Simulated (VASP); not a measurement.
# SnSe (Fm-3m) in VASP: single point with PBEsol

Aim: the single point of SnSe with PBEsol.

Everything below comes from runs of VASP 6.6.1. Logs are shortened: lines on timing, memory, paths and dates and some standing lists are left out, and cuts for length are marked.

## Step 1: The cell of the first run

The structure is cubic, space group Fm-3m (No. 225). Conventional cell: a = 6.139 Å, b = 6.139 Å, c = 6.139 Å, α = 90.00°, β = 90.00°, γ = 90.00°. Within 4.0 Å of Sn (site symmetry m-3m) lie 6 Se at 3.07 Å. Se (site symmetry m-3m) has 6 Sn at 3.07 Å within 4.0 Å.

## Step 2: Single point, PBEsol (volume scaled by 1.06)

The input, INCAR:

```
PREC     = Accurate       # precision mode
ENCUT    = 520            # plane-wave cutoff, eV
EDIFF    = 1E-6           # SCF threshold, eV
ISMEAR   = -1             # smearing method
SIGMA    = 0.05           # smearing width, eV
LREAL    = False          # projectors in reciprocal space
LASPH    = True           # aspherical terms in the spheres
NELM     = 60             # most SCF steps
ALGO     = Normal         # electronic algorithm
ISIF     = 2              # what is computed and relaxed
LWAVE    = False          # write WAVECAR
LCHARG   = False          # write CHGCAR
GGA      = PS             # functional
NBANDS   = 17             # bands
```

The input, KPOINTS:

```
regular mesh
0
Gamma
  11 11 11
```

The input, POSCAR:

```
SnSe
1.0
    0.0000000000      3.0694768146      3.0694768146
    3.0694768146      0.0000000000      3.0694768146
    3.0694768146      3.0694768146      0.0000000000
Sn Se
1 1
Direct
    0.0000000000      0.0000000000      0.0000000000
    0.5000000000      0.5000000000      0.5000000000
```

Potentials or basis: VASP PAW PBE potentials, release 64 (Sn_d, Se).

Command:

```
$ cat potpaw_PBE.64/Sn_d/POTCAR potpaw_PBE.64/Se/POTCAR > POTCAR
$ mpirun -np 1 vasp_std > vasp.out
```

OUTCAR:

```text
PREC = Accurate
   ENCUT = 520
   EDIFF = 1E-6
   ISMEAR = -1
   LREAL = False
   LASPH = True
   NELM = 60
   ISIF = 2
   GGA = PS

 ion  position               nearest neighbor table
   1  0.000  0.000  0.000-   2 3.07   2 3.07   2 3.07   2 3.07   2 3.07   2 3.07
   2  0.500  0.500  0.500-   1 3.07   1 3.07   1 3.07   1 3.07   1 3.07   1 3.07

  LATTYP: Found a face centered cubic cell.
 ALAT       =     6.1389536292

  Lattice vectors:

 A1 = (   0.0000000000,   3.0694768146,   3.0694768146)
 A2 = (   3.0694768146,   0.0000000000,   3.0694768146)
 A3 = (   3.0694768146,   3.0694768146,   0.0000000000)

Analysis of symmetry for initial positions (statically):
=====================================================================
 Subroutine PRICEL returns:
 Original cell was already a primitive cell.

 Routine SETGRP: Setting up the symmetry group for a
 face centered cubic supercell.

 Subroutine GETGRP returns: Found 48 space group operations
 (whereof 48 operations were pure point group operations)
 out of a pool of 48 trial point group operations.

The static configuration has the point symmetry O_h .

Analysis of symmetry for dynamics (positions and initial velocities):
=====================================================================
 Subroutine PRICEL returns:
 Original cell was already a primitive cell.

 Routine SETGRP: Setting up the symmetry group for a
 face centered cubic supercell.

 Subroutine GETGRP returns: Found 48 space group operations
 (whereof 48 operations were pure point group operations)
 out of a pool of 48 trial point group operations.

The dynamic configuration has the point symmetry O_h .

 Subroutine INISYM returns: Found 48 space group operations
 (whereof 48 operations are pure point group operations),
 and found     1 'primitive' translations

----------------------------------------------------------------------------------------

                                     Primitive cell

  volume of cell :      57.8393

  direct lattice vectors                    reciprocal lattice vectors
     0.000000000  3.069476815  3.069476815    -0.162894210  0.162894210  0.162894210
     3.069476815  0.000000000  3.069476815     0.162894210 -0.162894210  0.162894210
     3.069476815  3.069476815  0.000000000     0.162894210  0.162894210 -0.162894210

  length of vectors
     4.340895741  4.340895741  4.340895741     0.282141048  0.282141048  0.282141048

[... 77 lines left out ...]
   LASPH  =      T    aspherical Exc in radial PAW
   ENCUT  =  520.0 eV  38.22 Ry    6.18 a.u.   8.07  8.07  8.07*2*pi/ulx,y,z
   NELM   =     60;   NELMIN=  2; NELMDL= -5     # of ELM steps
   EDIFF  = 0.1E-05   stopping-criterion for ELM
   LREAL  =      F    real-space projection
   EDIFFG = 0.1E-04   stopping-criterion for IOM
   NSW    =      0    number of steps for IOM
   IBRION =     -1    ionic relax: 0-MD 1-quasi-New 2-CG
   NFREE  =      0    steps in history (QN), initial steepest desc. (CG)
   ISIF   =      2    stress and relaxation
   ISYM   =      2    0-nonsym 1-usesym 2-fastsym
   POTIM  = 0.5000    time-step for ionic-motion
   TEBEG  =    0.0;   TEEND  =   0.0 temperature during run
   PSTRESS=    0.0 pullay stress
   NELECT =      20.0000    total number of electrons
   NUPDOWN=      -1.0000    fix difference up-down
   EMIN   =  10.00;   EMAX   =-10.00  energy-range for DOS
   EFERMI =   0.00;   METHOD = LEGACY
   ISMEAR =    -1;   SIGMA  =   0.05  broadening in eV -4-tet -1-fermi 0-gaus
   EFERMI_NEDOS =   21; number of points for ismear=-14 and -15
   IALGO  =     38    algorithm
   IMIX   =      4    mixing-type and parameters
     AMIX     =   0.40;   BMIX     =  1.00
     AMIX_MAG =   1.60;   BMIX_MAG =  1.00
  volume/ion in A,a.u.               =      28.92       195.16
  Fermi-wavevector in a.u.,A,eV,Ry     =   1.149063  2.171414 17.964392  1.320346
  Thomas-Fermi vector in A             =   2.285735
   LORBIT       =      0    0 simple, 1 ext, 2 COOP (PROOUT), +10 PAW based schemes
   GGA     = PS    functional components
   LHFCALC =     F    Hartree Fock is set to
   AEXX    =    0.0000 exact exchange contribution
   IVDW    =     0    specifies the selected vdW correction
   LEPSILON=     F    determine dielectric tensor
   LRPA    =     F    only Hartree local field effects (RPA)
 non-spin polarized calculation
  energy-cutoff  :      520.00
  volume of cell :       57.84
 maximum number of plane-waves:      1584
   NGX = 17   NGY = 17   NGZ = 17

 number of electron      19.9999991 magnetization

 Free energy of the ion-electron system (eV)
  ---------------------------------------------------
  ext. energy  EPLUGINS =         0.00000000
  ---------------------------------------------------
  free energy    TOTEN  =        -8.90326852 eV

  energy without entropy =       -8.90315316  energy(sigma->0) =       -8.90321084

 E-fermi :   4.9425     XC(G=0):  -9.5123

 val. band max:        4.6682328107   @ k =   0.4545   0.0000   0.0000
 cond. band min:       5.2299148771   @ k =  -0.3636   0.0909   0.0000
 fundamental gap:      0.5616820665
 Fermi energy:         4.9424937647

 k-point     1 :       0.0000    0.0000    0.0000
  band No.  band energies     occupation
      1     -16.6937      2.00000
      2     -16.6937      2.00000
      3     -16.6937      2.00000
      4     -16.6906      2.00000
      5     -16.6906      2.00000
      6      -8.6785      2.00000
[... 457 lines left out ...]
      4     -16.6895      2.00000
      5     -16.6857      2.00000
      6      -8.1910      2.00000
[... 9 lines left out ...]
     16      13.6159      0.00000
     17      14.0337      0.00000

 [... further k-points ...]

------------------------ aborting loop because EDIFF is reached ----------------------------------------

  FORCE on cell =-STRESS in cart. coord.  units (eV):
  Direction    XX          YY          ZZ          XY          YZ          ZX
  --------------------------------------------------------------------------------------
  -------------------------------------------------------------------------------------
  Total       -1.5370807     -1.5370807     -1.5370807      0.0000000      0.0000000      0.0000000
  in kB      -42.5778941    -42.5778941    -42.5778941      0.0000000      0.0000000      0.0000000
  external PRESSURE =     -42.5778941 kB  Pullay stress =       0.0000000 kB

 VOLUME and BASIS-vectors are now :
 -----------------------------------------------------------------------------
  energy-cutoff  :      520.00
  volume of cell :       57.84
      direct lattice vectors                 reciprocal lattice vectors
     0.000000000  3.069476815  3.069476815    -0.162894210  0.162894210  0.162894210
     3.069476815  0.000000000  3.069476815     0.162894210 -0.162894210  0.162894210
     3.069476815  3.069476815  0.000000000     0.162894210  0.162894210 -0.162894210

 POSITION                                       TOTAL-FORCE (eV/Angst)
 -----------------------------------------------------------------------------------
      0.00000      0.00000      0.00000        -0.000000     -0.000000      0.000000
      3.06948      3.06948      3.06948         0.000000      0.000000     -0.000000
 -----------------------------------------------------------------------------------
    total drift:                                0.000000     -0.000000     -0.000000

  FREE ENERGIE OF THE ION-ELECTRON SYSTEM (eV)
  ---------------------------------------------------
  free  energy   TOTEN  =        -8.9032685188 eV

  energy  without entropy=       -8.9031531619  energy(sigma->0) =       -8.90321084
```

OSZICAR:

```text
N       E                     dE             d eps       ncg     rms          rms(c)
DAV:   1     0.129868663751E+03    0.12987E+03   -0.96796E+03  1930   0.140E+03
DAV:   2     0.325822135026E+01   -0.12661E+03   -0.12275E+03  2025   0.335E+02
DAV:   3    -0.879337553332E+01   -0.12052E+02   -0.11907E+02  2317   0.920E+01
DAV:   4    -0.910374779443E+01   -0.31037E+00   -0.31010E+00  2313   0.157E+01
DAV:   5    -0.911265836387E+01   -0.89106E-02   -0.89100E-02  2747   0.262E+00    0.275E+00
DAV:   6    -0.890644218985E+01    0.20622E+00   -0.53241E-01  2692   0.439E+00    0.157E+00
DAV:   7    -0.890328990464E+01    0.31523E-02   -0.78131E-02  2238   0.129E+00    0.821E-01
DAV:   8    -0.890350616880E+01   -0.21626E-03   -0.84764E-03  2333   0.747E-01    0.116E-01
DAV:   9    -0.890322460568E+01    0.28156E-03   -0.16049E-03  2658   0.272E-01    0.525E-02
DAV:  10    -0.890326642011E+01   -0.41814E-04   -0.13608E-04  2189   0.701E-02    0.957E-03
DAV:  11    -0.890326844471E+01   -0.20246E-05   -0.53422E-06  2619   0.183E-02    0.267E-03
DAV:  12    -0.890326851877E+01   -0.74059E-07   -0.21196E-07  1306   0.554E-03
   1 F= -.89032685E+01 E0= -.89032108E+01  d E =-.115357E-03
```

Wall time 47 s (1 thread of Intel Xeon 8259CL, shared host); peak memory 0.21 GiB.

What came out:

* Free energy: -8.9033 eV
* Pressure: -4.3 GPa

Levels at points of the mesh, in eV from the Fermi level:
| k point | band 6 | band 7 | band 8 | band 9 | band 10 | band 11 | band 12 | band 13 | band 14 | band 15 |
| --- | --- | --- | --- | --- | --- | --- | --- | --- | --- | --- |
| (0.00, 0.00, 0.00) | -13.62 | -5.41 | -2.14 | -2.14 | -2.14 | 3.94 | 3.94 | 3.94 | 5.74 | 5.74 |

Caveat: this odd mesh misses L, where the gap lies, so gap, dielectric constants and Born charges aren't listed; the PAW data sets were made with another functional, which shifts forces and pressure a little; spin-orbit coupling is left out, which moves the levels of the heavy elements.
